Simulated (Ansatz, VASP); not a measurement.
## Two plane-wave programs on Zn

Contents of INCAR:

```
ALGO     = Fast           # electronic algorithm
EDIFF    = 1E-6           # SCF threshold, eV
ENCUT    = 520            # plane-wave cutoff, eV
GGA      = CA             # functional
ISIF     = 2              # what is computed and relaxed
ISMEAR   = 0              # smearing method
LASPH    = True           # aspherical terms in the spheres
LCHARG   = False          # write CHGCAR
LREAL    = False          # projectors in reciprocal space
LWAVE    = False          # write WAVECAR
NBANDS   = 12             # bands
NELM     = 60             # most SCF steps
PREC     = Accurate       # precision mode
SIGMA    = 0.15           # smearing width, eV
```

File KPOINTS:

```
k-points
0
Gamma
  20 20 20
```

File POSCAR:

```
Zn
1.0
   -1.4454131396      1.5056386871      1.4654381342
    1.4454131396     -1.5056386871      1.4654381342
    1.4454131396      1.5056386871     -1.4654381342
Zn
1
Direct
    0.0000000000      0.0000000000      0.0000000000
```

Input for Ansatz:

```yaml
crystal:
  lattice:
    - [-1.4454131396, 1.5056386871, 1.4654381342]
    - [1.4454131396, -1.5056386871, 1.4654381342]
    - [1.4454131396, 1.5056386871, -1.4654381342]
  atoms:
    - { symbol: Zn, position: [0.0, 0.0, 0.0] }
basis:
  ecutwfc: 520.0
kpoints:
  mp_grid: { grid: [20, 20, 20] }
hamiltonian:
  xc: lda
  pseudopotentials: { kind: paw }
scf:
  occupations: { method: gaussian, width: 0.15 }
output:
  forces: true
  stress: true
  eigenvalues: true
```

Change from the starting cell: normal strain along x -0.0400, normal strain along z -0.0267.

Alike in both runs: task single point; functional LDA; k mesh 20 × 20 × 20; occupations gaussian, width 0.15 eV; no spin polarisation.

|  | VASP | Ansatz |
| --- | --- | --- |
| version | VASP 6.6.1 | Ansatz 0.2.0 |
| potentials or method | VASP PAW LDA potentials, release 64 (Zn), cutoff 520 eV | scalar-relativistic, plane waves, PAW |
| valence electrons in the cell | 12 | 12 |

```tsv
	VASP	Ansatz	Ansatz less VASP
gap on the k mesh at the Fermi level (eV)	none	none	-
pressure (GPa)	8.7	7.8	-0.86
traceless stress, the component that is largest in VASP (GPa)	1.41	1.43	+0.020
```

LDA's correlation is that of Perdew and Zunger in VASP and of Perdew and Wang (1992) in Ansatz. A gap of «none» marks a metal or a gap that the smearing closes.
